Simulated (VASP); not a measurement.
BN: single point with LDA

BN:

```
CELL_PARAMETERS angstrom
2.48895 0.00000 0.00000
-1.24447 2.15549 0.00000
0.00000 0.00000 6.49540
ATOMIC_POSITIONS crystal
N 0.66667 0.33333 0.25000
N 0.33333 0.66667 0.75000
B 0.66667 0.33333 0.75000
B 0.33333 0.66667 0.25000
```

```
Program                : VASP 6.6.1
Task                   : single point
Functional             : LDA
Potentials or basis    : VASP PAW LDA potentials, release 64 (N, B)
Cutoff                 : 520 eV
k mesh                 : 12 × 12 × 4
Occupations            : fermi-dirac, width 0.05 eV
Spin                   : no spin polarisation
Dipole correction      : no
Further INCAR settings : ALGO = Normal; EDIFF = 1e-07; NBANDS = 16
```

```yaml
Pressure: 0.5 GPa
Band_gap_on_the_k_mesh: 4.05 eV (least direct gap 4.47 eV)
```

Stress tensor (GPa, compression positive):
```
 0.77  0.00  0.00
 0.00  0.77  0.00
 0.00  0.00 -0.18
```

Levels at points of the mesh, in eV from the valence-band top:
```tsv
k point	band 6	band 7	band 8	band 9	band 10	band 11
(0.00, 0.00, 0.00)	-1.34	-1.29	-1.29	5.07	10.35	11.55
(0.50, 0.00, 0.00)	-4.13	-1.59	-0.42	4.05	5.64	9.64
(0.00, 0.00, 0.50)	-1.32	-1.32	-1.32	7.64	7.64	11.62
(0.50, 0.00, 0.50)	-4.17	-0.97	-0.97	4.57	4.57	10.09
```

It took 38 s on 1 thread of Intel Xeon 8259CL (shared host), peak memory 0.15 GiB.

A k mesh can miss the band edges. A hybrid or GW would open this gap; LDA tends to underestimate it.
